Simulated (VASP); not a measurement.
# Se (P6/mmm) in VASP: a series of runs

Runs on Se. Level: BLYP. Tasks: single point.

Everything below comes from runs of VASP 6.6.1. Logs are shortened: lines on timing, memory, paths and dates and some standing lists are left out, and cuts for length are marked.

## (1) The cell of the first run

It takes space group P6/mmm (No. 191, hexagonal). Conventional cell: a = 4.749 Å, b = 4.749 Å, c = 3.779 Å, α = 90.00°, β = 90.00°, γ = 120.00°. Se (site symmetry 6/mmm) has 14 Se at 3.33 to 3.78 Å within 4.4 Å. Within 3.6 Å of Se (site symmetry -6m2) lie 9 Se at 2.74 to 3.33 Å.

This isn't the form of Se at room conditions, which is trigonal, of chains.

## (2) Single point, BLYP

Contents of INCAR:

```
SYSTEM = Se
AGGAC = 1.0
AGGAX = 1.0
ALDAC = 0.0
ALDAX = 1.0
ALGO = Normal
EDIFF = 1E-6
ENCUT = 520
GGA = B5
ISIF = 2
ISMEAR = -1
LASPH = .TRUE.
LCHARG = .FALSE.
LREAL = .FALSE.
LWAVE = .FALSE.
NBANDS = 16
NELM = 80
PREC = Accurate
SIGMA = 0.1
```

Contents of KPOINTS:

```
k-points
0
G
  7 7 10
  0 0 0
```

Contents of POSCAR:

```
Se
1.0
    4.7493973651      0.0000000000      0.0000000000
   -2.3746986825      4.1130987708      0.0000000000
    0.0000000000      0.0000000000      3.7787988400
Se
3
Direct
    1.0000000000      1.0000000000      0.0000000000
    0.3333333333      0.6666666667      0.5000000000
    0.6666666667      0.3333333333      0.5000000000
```

Potentials or basis: VASP PAW PBE potentials, release 64 (Se).

The run is started by

```
> cat potpaw_PBE.64/Se/POTCAR > POTCAR
> mpirun -np 1 vasp_std > vasp.out
```

OUTCAR:

```text
SYSTEM = Se
   EDIFF = 1E-6
   ENCUT = 520
   GGA = B5
   ISIF = 2
   ISMEAR = -1
   LASPH = .TRUE.
   LREAL = .FALSE.
   NELM = 80
   PREC = Accurate

 ion  position               nearest neighbor table
   1  0.000  0.000  0.000-
   2  0.333  0.667  0.500-   3 2.74   3 2.74   3 2.74
   3  0.667  0.333  0.500-   2 2.74   2 2.74   2 2.74

  LATTYP: Found a hexagonal cell.
 ALAT       =     4.7493973651
 C/A-ratio  =     0.7956375408

  Lattice vectors:

 A1 = (   4.7493973651,   0.0000000000,   0.0000000000)
 A2 = (  -2.3746986825,   4.1130987708,   0.0000000000)
 A3 = (   0.0000000000,   0.0000000000,   3.7787988400)

Analysis of symmetry for initial positions (statically):
=====================================================================
 Subroutine PRICEL returns:
 Original cell was already a primitive cell.

 Routine SETGRP: Setting up the symmetry group for a
 hexagonal supercell.

 Subroutine GETGRP returns: Found 24 space group operations
 (whereof 24 operations were pure point group operations)
 out of a pool of 24 trial point group operations.

The static configuration has the point symmetry D_6h.

Analysis of symmetry for dynamics (positions and initial velocities):
=====================================================================
 Subroutine PRICEL returns:
 Original cell was already a primitive cell.

 Routine SETGRP: Setting up the symmetry group for a
 hexagonal supercell.

 Subroutine GETGRP returns: Found 24 space group operations
 (whereof 24 operations were pure point group operations)
 out of a pool of 24 trial point group operations.

The dynamic configuration has the point symmetry D_6h.

 Subroutine INISYM returns: Found 24 space group operations
 (whereof 24 operations are pure point group operations),
 and found     1 'primitive' translations

----------------------------------------------------------------------------------------

                                     Primitive cell

  volume of cell :      73.8179

  direct lattice vectors                    reciprocal lattice vectors
     4.749397365  0.000000000  0.000000000     0.210553029  0.121562848  0.000000000
    -2.374698683  4.113098771  0.000000000     0.000000000  0.243125696  0.000000000
     0.000000000  0.000000000  3.778798840     0.000000000  0.000000000  0.264634357
[... 78 lines left out ...]
   ISTART =      0    job   : 0-new  1-cont  2-samecut
   ICHARG =      2    charge: 1-file 2-atom 10-const
   ISPIN  =      1    spin polarized calculation?
   LNONCOLLINEAR =      F non collinear calculations
   LSORBIT =      F    spin-orbit coupling
   LASPH  =      T    aspherical Exc in radial PAW
   ENCUT  =  520.0 eV  38.22 Ry    6.18 a.u.   8.83  8.83  7.03*2*pi/ulx,y,z
   NELM   =     80;   NELMIN=  2; NELMDL= -5     # of ELM steps
   EDIFF  = 0.1E-05   stopping-criterion for ELM
   LREAL  =      F    real-space projection
   EDIFFG = 0.1E-04   stopping-criterion for IOM
   NSW    =      0    number of steps for IOM
   IBRION =     -1    ionic relax: 0-MD 1-quasi-New 2-CG
   NFREE  =      0    steps in history (QN), initial steepest desc. (CG)
   ISIF   =      2    stress and relaxation
   ISYM   =      2    0-nonsym 1-usesym 2-fastsym
   POTIM  = 0.5000    time-step for ionic-motion
   TEBEG  =    0.0;   TEEND  =   0.0 temperature during run
   PSTRESS=    0.0 pullay stress
   NELECT =      18.0000    total number of electrons
   NUPDOWN=      -1.0000    fix difference up-down
   EMIN   =  10.00;   EMAX   =-10.00  energy-range for DOS
   EFERMI =   0.00;   METHOD = LEGACY
   ISMEAR =    -1;   SIGMA  =   0.10  broadening in eV -4-tet -1-fermi 0-gaus
   EFERMI_NEDOS =   21; number of points for ismear=-14 and -15
   IALGO  =     38    algorithm
   IMIX   =      4    mixing-type and parameters
     AMIX     =   0.40;   BMIX     =  1.00
     AMIX_MAG =   1.60;   BMIX_MAG =  1.00
  volume/ion in A,a.u.               =      24.61       166.05
  Fermi-wavevector in a.u.,A,eV,Ry     =   1.022771  1.932757 14.232525  1.046061
  Thomas-Fermi vector in A             =   2.156469
   LORBIT       =      0    0 simple, 1 ext, 2 COOP (PROOUT), +10 PAW based schemes
   GGA     = B5    functional components
   LHFCALC =     F    Hartree Fock is set to
   AEXX    =    0.0000 exact exchange contribution
   IVDW    =     0    specifies the selected vdW correction
   LEPSILON=     F    determine dielectric tensor
   LRPA    =     F    only Hartree local field effects (RPA)
 non-spin polarized calculation
  energy-cutoff  :      520.00
  volume of cell :       73.82
 maximum number of plane-waves:      2010
 NGX is ok and might be reduce to    36
   NGX = 17   NGY = 17   NGZ = 15

 number of electron      18.0000003 magnetization

 Free energy of the ion-electron system (eV)
  ---------------------------------------------------
  ext. energy  EPLUGINS =         0.00000000
  ---------------------------------------------------
  free energy    TOTEN  =        -6.87732856 eV

  energy without entropy =       -6.77832537  energy(sigma->0) =       -6.82782697

 E-fermi :   3.7271     XC(G=0):  -9.0146

 val. band max:        3.7145447059   @ k =   0.2857   0.2857   0.4000
 cond. band min:       3.7347604736   @ k =   0.2857   0.1429   0.1000
 fundamental gap:      0.0202157677
 Fermi energy:         3.7270587859

 k-point     1 :       0.0000    0.0000    0.0000
  band No.  band energies     occupation
      1     -11.3245      2.00000
      2      -7.7510      2.00000
      3      -7.1414      2.00000
      4      -0.4830      2.00000
      5      -0.4830      2.00000
      6       0.9511      2.00000
[... 433 lines left out ...]
      3      -8.4307      2.00000
      4      -1.2544      2.00000
      5       0.7328      2.00000
      6       0.8812      2.00000
[... 8 lines left out ...]
     15      12.9155      0.00000
     16      13.3181      0.00000

 [... further k-points ...]
[... 5 lines left out ...]
  --------------------------------------------------------------------------------------
  -------------------------------------------------------------------------------------
  Total        0.0748184      0.0748184      0.0398630      0.0000000     -0.0000000      0.0000000
  in kB        1.6238947      1.6238947      0.8652049      0.0000000     -0.0000000      0.0000000
  external PRESSURE =       1.3709981 kB  Pullay stress =       0.0000000 kB

 VOLUME and BASIS-vectors are now :
 -----------------------------------------------------------------------------
  energy-cutoff  :      520.00
  volume of cell :       73.82
      direct lattice vectors                 reciprocal lattice vectors
     4.749397365  0.000000000  0.000000000     0.210553029  0.121562848  0.000000000
    -2.374698683  4.113098771  0.000000000     0.000000000  0.243125696  0.000000000
     0.000000000  0.000000000  3.778798840     0.000000000  0.000000000  0.264634357

 POSITION                                       TOTAL-FORCE (eV/Angst)
 -----------------------------------------------------------------------------------
      0.00000      0.00000      0.00000         0.000000      0.000000      0.000000
     -0.00000      2.74207      1.88940         0.000000     -0.000000     -0.000000
      2.37470      1.37103      1.88940        -0.000000      0.000000      0.000000
 -----------------------------------------------------------------------------------
    total drift:                                0.000000      0.000000     -0.000000

  FREE ENERGIE OF THE ION-ELECTRON SYSTEM (eV)
  ---------------------------------------------------
  free  energy   TOTEN  =        -6.8773285602 eV

  energy  without entropy=       -6.7783253726  energy(sigma->0) =       -6.82782697
```

OSZICAR:

```text
N       E                     dE             d eps       ncg     rms          rms(c)
DAV:   1     0.776087656560E+02    0.77609E+02   -0.75502E+03  1536   0.960E+02
DAV:   2    -0.261564440135E+01   -0.80224E+02   -0.76655E+02  2112   0.157E+02
DAV:   3    -0.694150687475E+01   -0.43259E+01   -0.42960E+01  1920   0.389E+01
DAV:   4    -0.696739405503E+01   -0.25887E-01   -0.25884E-01  2056   0.363E+00
DAV:   5    -0.696755137859E+01   -0.15732E-03   -0.15732E-03  1944   0.276E-01    0.446E+00
DAV:   6    -0.690455874969E+01    0.62993E-01   -0.34019E-01  1968   0.296E+00    0.293E+00
DAV:   7    -0.687753286689E+01    0.27026E-01   -0.80684E-02  1808   0.165E+00    0.194E+00
DAV:   8    -0.687742974728E+01    0.10312E-03   -0.23762E-02  2080   0.916E-01    0.201E-01
DAV:   9    -0.687729563437E+01    0.13411E-03   -0.15854E-03  1856   0.226E-01    0.772E-02
DAV:  10    -0.687731730837E+01   -0.21674E-04   -0.15340E-04  2056   0.725E-02    0.168E-02
DAV:  11    -0.687732703668E+01   -0.97283E-05   -0.15907E-05  1944   0.280E-02    0.725E-03
DAV:  12    -0.687732850168E+01   -0.14650E-05   -0.23189E-06  2048   0.119E-02    0.150E-03
DAV:  13    -0.687732856022E+01   -0.58538E-07   -0.15268E-07  1136   0.294E-03
   1 F= -.68773286E+01 E0= -.68278270E+01  d E =-.990032E-01
```

It took 98 s on 1 thread of Intel Xeon 8259CL, shared host; peak memory 0.2 GiB.

Results:

- Free energy: -6.8773 eV
- Pressure: 0.1 GPa
- Band gap on the k mesh: zero (bands 9 and 10 overlap by 1.68 eV)

Levels at points of the mesh, in eV from the Fermi level:
| k point | band 5 | band 6 | band 7 | band 8 | band 9 | band 10 | band 11 | band 12 | band 13 | band 14 |
| --- | --- | --- | --- | --- | --- | --- | --- | --- | --- | --- |
| (0.00, 0.00, 0.00) | -4.21 | -2.78 | -2.68 | -2.68 | 0.96 | 1.10 | 2.46 | 2.46 | 4.86 | 8.66 |
| (0.00, 0.00, 0.50) | -3.88 | -3.39 | -1.91 | -1.12 | -1.12 | -0.72 | -0.16 | -0.16 | 5.96 | 5.96 |

Caveat: the PAW data sets were made with another functional, which shifts forces and pressure a little.

## (3) Single point, BLYP (22.64 Å³/atom)

This run uses another cell than the first one, of 22.64 Å³/atom.

Contents of INCAR:

```
SYSTEM = Se
PREC = Accurate
ENCUT = 520
EDIFF = 1E-6
ISMEAR = -1
SIGMA = 0.1
LREAL = .False.
LASPH = .True.
NELM = 100
ALGO = Normal
ISIF = 2
LWAVE = .False.
LCHARG = .True.
GGA = B5
ALDAX = 1.0
AGGAX = 1.0
AGGAC = 1.0
ALDAC = 0.0
LELF = .True.
LVHAR = .True.
NBANDS = 16
```

Contents of KPOINTS:

```
Automatic mesh
0
Gamma
  9 9 9
  0 0 0
```

Contents of POSCAR:

```
Se
1.0
    4.6192108085      0.0000000000      0.0000000000
   -2.3096054043      4.0003539056      0.0000000000
    0.0000000000      0.0000000000      3.6752175283
Se
3
Direct
    1.0000000000      1.0000000000      0.0000000000
    0.3333333333      0.6666666667      0.5000000000
    0.6666666667      0.3333333333      0.5000000000
```

Potentials or basis: VASP PAW PBE potentials, release 64 (Se).

The run is started by

```
> cat potpaw_PBE.64/Se/POTCAR > POTCAR
> mpirun -np 1 vasp_std > vasp.out
```

Wall time 2.1 min (1 thread of Intel Xeon 8259CL, shared host); peak memory 0.2 GiB.

The run converged. Its results:

```yaml
Free_energy: -6.7933 eV
Pressure: 4.9 GPa
Band_gap_on_the_k_mesh: zero (bands 9 and 10 overlap by 1.99 eV)
```

Stress tensor (GPa, compression positive):
```
5.67 0.00 0.00
0.00 5.67 0.00
0.00 0.00 3.37
```

Levels at points of the mesh, in eV from the Fermi level:
```
           k point  band 5  band 6  band 7  band 8  band 9  band 10  band 11  band 12  band 13  band 14
(0.00, 0.00, 0.00)   -4.70   -3.15   -3.11   -3.11    1.08     1.23     2.74     2.74     4.49     9.17
```

Caveat: the cell stands under pressure; the PAW data sets were made with another functional, which shifts forces and pressure a little.
